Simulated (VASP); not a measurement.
# Ge (I4_1/amd) in VASP: a series of runs, part 2 of 2

VASP 6.6.1.

## (3) Relaxation of shape and atoms at fixed volume, PBEsol (volume scaled by 0.91)

INCAR reads:

```
SYSTEM = Ge
  PREC = Accurate
  ENCUT = 600
  EDIFF = 1E-7
  ISMEAR = 0
  SIGMA = 0.1
  LREAL = .FALSE.
  LASPH = .TRUE.
  NELM = 60
  ALGO = Normal
  ISIF = 4
  LWAVE = .FALSE.
  LCHARG = .FALSE.
  GGA = PS
  IBRION = 2
  NSW = 50
  EDIFFG = -0.01
```

KPOINTS reads:

```
Automatic mesh
0
G
  16 16 16
  0 0 0
```

POSCAR reads:

```
Ge
1.0
   -2.4857179728      2.4857179728      1.3512341856
    2.4857179728     -2.4857179728      1.3512341856
    2.4857179728      2.4857179728     -1.3512341856
Ge
2
Direct
    0.2500000000      0.7500000000      0.5000000000
    0.5000000000      0.5000000000      0.0000000000
```

Potentials or basis: VASP PAW PBE potentials, release 64 (Ge_d).

On the command line:

```console
> cat potpaw_PBE.64/Ge_d/POTCAR > POTCAR
> mpirun -np 1 vasp_std > vasp.out
```

OUTCAR:

```text
SYSTEM = Ge
   PREC = Accurate
   ENCUT = 600
   EDIFF = 1E-7
   ISMEAR = 0
   LREAL = .FALSE.
   LASPH = .TRUE.
   NELM = 60
   ISIF = 4
   GGA = PS
   IBRION = 2
   NSW = 50
   EDIFFG = -0.01

 ion  position               nearest neighbor table
   1  0.250  0.750  0.500-   2 2.58   2 2.58   2 2.58   2 2.58
   2  0.500  0.500  0.000-   1 2.58   1 2.58   1 2.58   1 2.58

  LATTYP: Found a body centered tetragonal cell.
 ALAT       =     4.9714359456
 C/A-ratio  =     0.5435991534

  Lattice vectors:

 A1 = (  -2.4857179728,   2.4857179728,   1.3512341856)
 A2 = (   2.4857179728,  -2.4857179728,   1.3512341856)
 A3 = (   2.4857179728,   2.4857179728,  -1.3512341856)

Analysis of symmetry for initial positions (statically):
=====================================================================
 Subroutine PRICEL returns:
 Original cell was already a primitive cell.

 Routine SETGRP: Setting up the symmetry group for a
 body centered tetragonal supercell.

 Subroutine GETGRP returns: Found 16 space group operations
 (whereof  8 operations were pure point group operations)
 out of a pool of 16 trial point group operations.

The static configuration has the point symmetry D_2d.
 The point group associated with its full space group is D_4h.

Analysis of symmetry for dynamics (positions and initial velocities):
=====================================================================
 Subroutine PRICEL returns:
 Original cell was already a primitive cell.

 Routine SETGRP: Setting up the symmetry group for a
 body centered tetragonal supercell.

 Subroutine GETGRP returns: Found 16 space group operations
 (whereof  8 operations were pure point group operations)
 out of a pool of 16 trial point group operations.

The dynamic configuration has the point symmetry D_2d.
 The point group associated with its full space group is D_4h.

 Subroutine INISYM returns: Found 16 space group operations
 (whereof  8 operations are pure point group operations),
 and found     1 'primitive' translations

----------------------------------------------------------------------------------------

                                     Primitive cell

  volume of cell :      33.3960

  direct lattice vectors                    reciprocal lattice vectors
    -2.485717973  2.485717973  1.351234186     0.000000000  0.201149127  0.370032083
     2.485717973 -2.485717973  1.351234186     0.201149127  0.000000000  0.370032083
     2.485717973  2.485717973 -1.351234186     0.201149127  0.201149127  0.000000000

  length of vectors
     3.766088356  3.766088356  3.766088356     0.421170647  0.421170647  0.284467823

  position of ions in fractional coordinates (direct lattice)
     0.250000000  0.750000000  0.500000000
     0.500000000  0.500000000  0.000000000
[... 98 lines left out ...]
  volume/ion in A,a.u.               =      16.70       112.68
  Fermi-wavevector in a.u.,A,eV,Ry     =   1.543699  2.917169 32.422790  2.383008
  Thomas-Fermi vector in A             =   2.649325
   LORBIT       =      0    0 simple, 1 ext, 2 COOP (PROOUT), +10 PAW based schemes
   GGA     = PS    functional components
   LHFCALC =     F    Hartree Fock is set to
   AEXX    =    0.0000 exact exchange contribution
   IVDW    =     0    specifies the selected vdW correction
   LEPSILON=     F    determine dielectric tensor
   LRPA    =     F    only Hartree local field effects (RPA)
 conjugate gradient relaxation of ions
 non-spin polarized calculation
 Gauss-broadening in eV      SIGMA  =   0.10
  energy-cutoff  :      600.00
  volume of cell :       33.40
 maximum number of plane-waves:      1136
   NGX = 15   NGY = 15   NGZ = 15

--------------------------------------- Ionic step        1  -------------------------------------------

 number of electron      27.9999989 magnetization

 Free energy of the ion-electron system (eV)
  ---------------------------------------------------
  ext. energy  EPLUGINS =         0.00000000
  ---------------------------------------------------
  free energy    TOTEN  =        -9.45161505 eV

  energy without entropy =       -9.44806246  energy(sigma->0) =       -9.44983876

------------------------ aborting loop because EDIFF is reached ----------------------------------------

  FORCE on cell =-STRESS in cart. coord.  units (eV):
  Direction    XX          YY          ZZ          XY          YZ          ZX
  --------------------------------------------------------------------------------------
  -------------------------------------------------------------------------------------
  Total        1.9559775      1.9559775      1.9110943      0.0000000      0.0000000      0.0000000
  in kB       93.8382951     93.8382951     91.6850182      0.0000000      0.0000000      0.0000000
  external PRESSURE =      93.1205361 kB  Pullay stress =       0.0000000 kB

 VOLUME and BASIS-vectors are now :
 -----------------------------------------------------------------------------
  energy-cutoff  :      600.00
  volume of cell :       33.40
      direct lattice vectors                 reciprocal lattice vectors
    -2.485717973  2.485717973  1.351234186     0.000000000  0.201149127  0.370032083
     2.485717973 -2.485717973  1.351234186     0.201149127  0.000000000  0.370032083
     2.485717973  2.485717973 -1.351234186     0.201149127  0.201149127  0.000000000

 POSITION                                       TOTAL-FORCE (eV/Angst)
 -----------------------------------------------------------------------------------
      2.48572      0.00000      0.67562         0.000000      0.000000      0.000000
      0.00000      0.00000      1.35123        -0.000000     -0.000000     -0.000000
 -----------------------------------------------------------------------------------
    total drift:                                0.000000     -0.000000      0.000000

  FREE ENERGIE OF THE ION-ELECTRON SYSTEM (eV)
  ---------------------------------------------------
  free  energy   TOTEN  =        -9.4516150549 eV

  energy  without entropy=       -9.4480624628  energy(sigma->0) =       -9.44983876

--------------------------------------- Ionic step        2  -------------------------------------------

 number of electron      27.9999989 magnetization

 Free energy of the ion-electron system (eV)
  ---------------------------------------------------
  ext. energy  EPLUGINS =         0.00000000
  ---------------------------------------------------
  free energy    TOTEN  =        -9.45163819 eV

  energy without entropy =       -9.44811943  energy(sigma->0) =       -9.44987881

 E-fermi :   7.8783     XC(G=0): -12.0059

 val. band max:        7.8672026700   @ k =   0.4375   0.1875   0.0000
 cond. band min:       7.8806731309   @ k =  -0.0625   0.3125   0.0625
 fundamental gap:      0.0134704609
 Fermi energy:         7.8782984554

 k-point     1 :       0.0000    0.0000    0.0000
  band No.  band energies     occupation
      1     -16.9312      2.00000
      2     -16.8667      2.00000
      3     -16.8370      2.00000
      4     -16.8281      2.00000
      5     -16.6819      2.00000
      6     -16.6819      2.00000
[... 481 lines left out ...]
      5     -16.6831      2.00000
      6     -16.6804      2.00000
[... 10 lines left out ...]
     17      15.9053      0.00000
     18      17.0747      0.00000

 [... further k-points ...]
[... 5 lines left out ...]
  --------------------------------------------------------------------------------------
  -------------------------------------------------------------------------------------
  Total        1.9591202      1.9591202      1.9429464      0.0000000      0.0000000      0.0000000
  in kB       93.9890666     93.9890666     93.2131300      0.0000000      0.0000000      0.0000000
  external PRESSURE =      93.7304211 kB  Pullay stress =       0.0000000 kB

 VOLUME and BASIS-vectors are now :
 -----------------------------------------------------------------------------
  energy-cutoff  :      600.00
  volume of cell :       33.40
      direct lattice vectors                 reciprocal lattice vectors
    -2.486615344  2.486615344  1.350259093     0.000000000  0.201076536  0.370299302
     2.486615344 -2.486615344  1.350259093     0.201076536  0.000000000  0.370299302
     2.486615344  2.486615344 -1.350259093     0.201076536  0.201076536  0.000000000

 POSITION                                       TOTAL-FORCE (eV/Angst)
 -----------------------------------------------------------------------------------
      2.48662      0.00000      0.67513         0.000000     -0.000000      0.000000
      2.48662      2.48662      0.00000        -0.000000      0.000000     -0.000000
 -----------------------------------------------------------------------------------
    total drift:                                0.000000     -0.000000      0.000000

  FREE ENERGIE OF THE ION-ELECTRON SYSTEM (eV)
  ---------------------------------------------------
  free  energy   TOTEN  =        -9.4516381903 eV

  energy  without entropy=       -9.4481194292  energy(sigma->0) =       -9.44987881

 reached required accuracy - stopping structural energy minimisation
```

OSZICAR:

```text
N       E                     dE             d eps       ncg     rms          rms(c)
DAV:   1     0.153517719448E+03    0.15352E+03   -0.16029E+04 13300   0.498E+03
DAV:   2     0.793336429056E+01   -0.14558E+03   -0.14322E+03 12622   0.543E+02
DAV:   3    -0.906299791897E+01   -0.16996E+02   -0.16776E+02 14004   0.137E+02
DAV:   4    -0.950781624457E+01   -0.44482E+00   -0.44139E+00 14950   0.254E+01
DAV:   5    -0.951401489634E+01   -0.61987E-02   -0.61943E-02 14146   0.288E+00    0.261E+00
DAV:   6    -0.947078766813E+01    0.43227E-01   -0.36633E-02 16944   0.403E+00    0.143E+00
DAV:   7    -0.945224382947E+01    0.18544E-01   -0.22105E-02 16896   0.266E+00    0.141E-01
DAV:   8    -0.945161197032E+01    0.63186E-03   -0.29118E-03 15498   0.117E+00    0.504E-02
DAV:   9    -0.945161470615E+01   -0.27358E-05   -0.89326E-05 15774   0.158E-01    0.104E-02
DAV:  10    -0.945161514945E+01   -0.44329E-06   -0.38104E-06 14532   0.233E-02    0.158E-03
DAV:  11    -0.945161505495E+01    0.94496E-07   -0.11380E-07  9034   0.619E-03
   1 F= -.94516151E+01 E0= -.94498388E+01  d E =-.945162E+01
       N       E                     dE             d eps       ncg     rms          rms(c)
DAV:   1    -0.945186614797E+01   -0.25100E-03   -0.39622E-03 16158   0.647E-01    0.869E-02
DAV:   2    -0.945171322854E+01    0.15292E-03   -0.21944E-04 15518   0.310E-01    0.529E-02
DAV:   3    -0.945163675809E+01    0.76470E-04   -0.14707E-04 19632   0.234E-01    0.604E-03
DAV:   4    -0.945163822048E+01   -0.14624E-05   -0.22544E-05 13130   0.567E-02    0.384E-03
DAV:   5    -0.945163819025E+01    0.30227E-07   -0.35562E-07 12808   0.162E-02
   2 F= -.94516382E+01 E0= -.94498788E+01  d E =-.231353E-04
```

Run time: 4.4 min. Hardware: 1 thread of Intel Xeon Platinum 8488C (Sapphire Rapids), shared host; peak memory 0.33 GiB.

What came out:

```
Free energy               : -9.4516 eV
Energy gained by relaxing : 0.0 meV/atom
Ionic steps               : 2
Pressure after relaxing   : 9.4 GPa
Band gap on the k mesh    : zero (band 14 reaches 10.06 eV, above the bottom of band 15 at 4.07 eV)
```

Stress tensor (GPa, compression positive):
```
9.40 0.00 0.00
0.00 9.40 0.00
0.00 0.00 9.32
```

Final structure:
```cif
data_structure
_symmetry_space_group_name_H-M 'P 1'
_symmetry_Int_Tables_number 1
_cell_length_a 3.7669
_cell_length_b 3.7669
_cell_length_c 3.7669
_cell_angle_alpha 97.382
_cell_angle_beta 97.382
_cell_angle_gamma 137.990
_cell_volume 33.40
loop_
_atom_site_label
_atom_site_type_symbol
_atom_site_fract_x
_atom_site_fract_y
_atom_site_fract_z
_atom_site_occupancy
Ge1 Ge 0.25000 0.75000 0.50000 1
Ge2 Ge 0.50000 0.50000 0.00000 1
```

Caveat: the cell differs from its parent crystal (volume scaled by 0.91); the PAW data sets were made with another functional, which shifts forces and pressure a little.

## (4) Single point, PBEsol

This run uses another cell than the first one, of 18.35 Å³/atom, 1.136 times its volume.

INCAR reads:

```
SYSTEM = Ge
ALGO     = Normal         ! electronic algorithm
EDIFF    = 1E-6           ! SCF threshold, eV
ENCUT    = 520            ! plane-wave cutoff, eV
GGA      = PS             ! functional
ISIF     = 2              ! what is computed and relaxed
ISMEAR   = 0              ! smearing method
LASPH    = .True.         ! aspherical terms in the spheres
LCHARG   = .True.         ! write CHGCAR
LELF     = .True.         ! ELF
LREAL    = .False.        ! projectors in reciprocal space
LVHAR    = .True.       
LWAVE    = .False.        ! write WAVECAR
NBANDS   = 21             ! bands
NELM     = 60             ! most SCF steps
PREC     = Accurate       ! precision mode
SIGMA    = 0.1            ! smearing width, eV
```

KPOINTS reads:

```
k-points
0
Gamma
  16 16 16
  0 0 0
```

POSCAR reads:

```
Ge
1.0
   -2.5630127546      2.5630127546      1.3966622730
    2.5630127546     -2.5630127546      1.3966622730
    2.5630127546      2.5630127546     -1.3966622730
Ge
2
Direct
    0.2500000000      0.7500000000      0.5000000000
    0.5000000000      0.5000000000      0.0000000000
```

Potentials or basis: VASP PAW PBE potentials, release 64 (Ge_d).

On the command line:

```console
> cat potpaw_PBE.64/Ge_d/POTCAR > POTCAR
> mpirun -np 1 vasp_std > vasp.out
```

OUTCAR:

```text
SYSTEM = Ge
   EDIFF = 1E-6
   ENCUT = 520
   GGA = PS
   ISIF = 2
   ISMEAR = 0
   LASPH = .True.
   LREAL = .False.
   NELM = 60
   PREC = Accurate

 ion  position               nearest neighbor table
   1  0.250  0.750  0.500-   2 2.66   2 2.66   2 2.66   2 2.66
   2  0.500  0.500  0.000-   1 2.66   1 2.66   1 2.66   1 2.66

  LATTYP: Found a body centered tetragonal cell.
 ALAT       =     5.1260255092
 C/A-ratio  =     0.5449298957

  Lattice vectors:

 A1 = (  -2.5630127546,   2.5630127546,   1.3966622730)
 A2 = (   2.5630127546,  -2.5630127546,   1.3966622730)
 A3 = (   2.5630127546,   2.5630127546,  -1.3966622730)

Analysis of symmetry for initial positions (statically):
=====================================================================
 Subroutine PRICEL returns:
 Original cell was already a primitive cell.

 Routine SETGRP: Setting up the symmetry group for a
 body centered tetragonal supercell.

 Subroutine GETGRP returns: Found 16 space group operations
 (whereof  8 operations were pure point group operations)
 out of a pool of 16 trial point group operations.

[... 155 lines left out ...]
 number of electron      28.0000021 magnetization

 Free energy of the ion-electron system (eV)
  ---------------------------------------------------
  ext. energy  EPLUGINS =         0.00000000
  ---------------------------------------------------
  free energy    TOTEN  =        -9.54150843 eV

  energy without entropy =       -9.53836126  energy(sigma->0) =       -9.53993484

 E-fermi :   6.7799     XC(G=0): -11.5176

 val. band max:        6.7758304161   @ k =   0.3750   0.3750   0.1250
 cond. band min:       6.7889794805   @ k =  -0.2500  -0.4375   0.0625
 fundamental gap:      0.0131490644
 Fermi energy:         6.7799036047

 k-point     1 :       0.0000    0.0000    0.0000
  band No.  band energies     occupation
      1     -17.9191      2.00000
      2     -17.8704      2.00000
      3     -17.8413      2.00000
      4     -17.8374      2.00000
      5     -17.7306      2.00000
      6     -17.7306      2.00000
[... 565 lines left out ...]
     20      18.7391      0.00000
     21      19.3474      0.00000

 [... further k-points ...]
[... 5 lines left out ...]
  --------------------------------------------------------------------------------------
  -------------------------------------------------------------------------------------
  Total       -0.0200896     -0.0200896     -0.0083244      0.0000000      0.0000000      0.0000000
  in kB       -0.8770596     -0.8770596     -0.3634209      0.0000000      0.0000000      0.0000000
  external PRESSURE =      -0.7058467 kB  Pullay stress =       0.0000000 kB

 VOLUME and BASIS-vectors are now :
 -----------------------------------------------------------------------------
  energy-cutoff  :      520.00
  volume of cell :       36.70
      direct lattice vectors                 reciprocal lattice vectors
    -2.563012755  2.563012755  1.396662273     0.000000000  0.195082915  0.357996353
     2.563012755 -2.563012755  1.396662273     0.195082915  0.000000000  0.357996353
     2.563012755  2.563012755 -1.396662273     0.195082915  0.195082915  0.000000000

 POSITION                                       TOTAL-FORCE (eV/Angst)
 -----------------------------------------------------------------------------------
      2.56301      0.00000      0.69833         0.000000     -0.000000      0.000000
      0.00000      0.00000      1.39666        -0.000000      0.000000     -0.000000
 -----------------------------------------------------------------------------------
    total drift:                                0.000000     -0.000000      0.000000

  FREE ENERGIE OF THE ION-ELECTRON SYSTEM (eV)
  ---------------------------------------------------
  free  energy   TOTEN  =        -9.5415084282 eV

  energy  without entropy=       -9.5383612596  energy(sigma->0) =       -9.53993484
```

OSZICAR:

```text
N       E                     dE             d eps       ncg     rms          rms(c)
DAV:   1     0.174596224278E+03    0.17460E+03   -0.14114E+04 16821   0.384E+03
DAV:   2     0.141673706704E+02   -0.16043E+03   -0.15547E+03 14718   0.592E+02
DAV:   3    -0.894024017755E+01   -0.23108E+02   -0.22915E+02 16771   0.132E+02
DAV:   4    -0.957881711935E+01   -0.63858E+00   -0.63820E+00 16373   0.257E+01
DAV:   5    -0.958809638567E+01   -0.92793E-02   -0.92790E-02 16685   0.338E+00    0.221E+00
DAV:   6    -0.955482334955E+01    0.33273E-01   -0.32792E-02 19952   0.323E+00    0.120E+00
DAV:   7    -0.954204035051E+01    0.12783E-01   -0.17810E-02 19983   0.207E+00    0.138E-01
DAV:   8    -0.954150417627E+01    0.53617E-03   -0.24062E-03 17780   0.904E-01    0.457E-02
DAV:   9    -0.954150815619E+01   -0.39799E-05   -0.57870E-05 18229   0.989E-02    0.984E-03
DAV:  10    -0.954150842821E+01   -0.27202E-06   -0.28199E-06 14543   0.210E-02
   1 F= -.95415084E+01 E0= -.95399348E+01  d E =-.314717E-02
```

stdout:

```text
POSCAR found type information on POSCAR Ge
 POSCAR found :  1 types and       2 ions
 scaLAPACK will be used
 -----------------------------------------------------------------------------
|                                                                             |
|                                                                             |
|     You enforced a specific xc type in the INCAR file but a different       |
|     I HOPE YOU KNOW WHAT YOU ARE DOING!                                     |
|                                                                             |
 -----------------------------------------------------------------------------

 LDA part: xc-table for (Slater+PW92), standard interpolation
 POSCAR, INCAR and KPOINTS ok, starting setup
 FFT: planning ... GRIDC
 FFT: planning ... GRID_SOFT
 FFT: planning ... GRID
 WAVECAR not read
 entering main loop
```

Wall time 2.3 min (1 thread of Intel Xeon 6975P-C (Granite Rapids), shared host); peak memory 0.32 GiB.

What came out:

```
Free energy            : -9.5415 eV
Pressure               : -0.1 GPa
Band gap on the k mesh : zero (band 14 reaches 8.77 eV, above the bottom of band 15 at 3.38 eV)
```

Levels at points of the mesh, in eV from the Fermi level:
| k point | band 10 | band 11 | band 12 | band 13 | band 14 | band 15 | band 16 | band 17 | band 18 | band 19 |
| --- | --- | --- | --- | --- | --- | --- | --- | --- | --- | --- |
| (0.00, 0.00, 0.00) | -24.37 | -13.41 | -4.00 | -2.37 | -2.37 | 3.22 | 7.67 | 7.67 | 8.14 | 8.35 |
| (0.50, 0.00, 0.00) | -24.42 | -8.12 | -6.47 | -2.64 | -2.04 | -1.41 | 2.42 | 3.58 | 5.56 | 8.84 |
| (0.50, 0.50, 0.00) | -24.46 | -10.64 | -10.64 | 0.62 | 0.62 | 1.95 | 1.95 | 7.49 | 7.49 | 11.38 |
| (0.50, 0.50, 0.50) | -24.50 | -8.90 | -8.90 | -6.00 | -6.00 | 6.10 | 6.10 | 11.16 | 11.16 | 15.52 |

Caveat: the PAW data sets were made with another functional, which shifts forces and pressure a little.

## (5) Summary

```tsv
task	cell	cutoff (eV)	gap on the mesh (eV)	pressure (GPa)
relaxation of shape and atoms at fixed volume	relaxed from a = 3.725 Å, angles 97.4, 97.4, 138.0°, 2 atoms	600	none	13.7
relaxation of shape and atoms at fixed volume	relaxed from a = 3.766 Å, angles 97.4, 97.4, 137.9°, 2 atoms	600	none	9.4
single point	a = 3.884 Å, angles 97.4, 97.4, 137.9°, 2 atoms	520	none	-0.1
```

Alike in all rows: level PBEsol; potentials or basis VASP PAW PBE potentials, release 64 (Ge_d); no spin polarisation; k mesh 16 × 16 × 16; smearing gaussian 0.1 eV.

Caveats: the PAW data sets were made with another functional, which shifts forces and pressure a little.

Absolute energies hang on the potentials; compare differences alone.
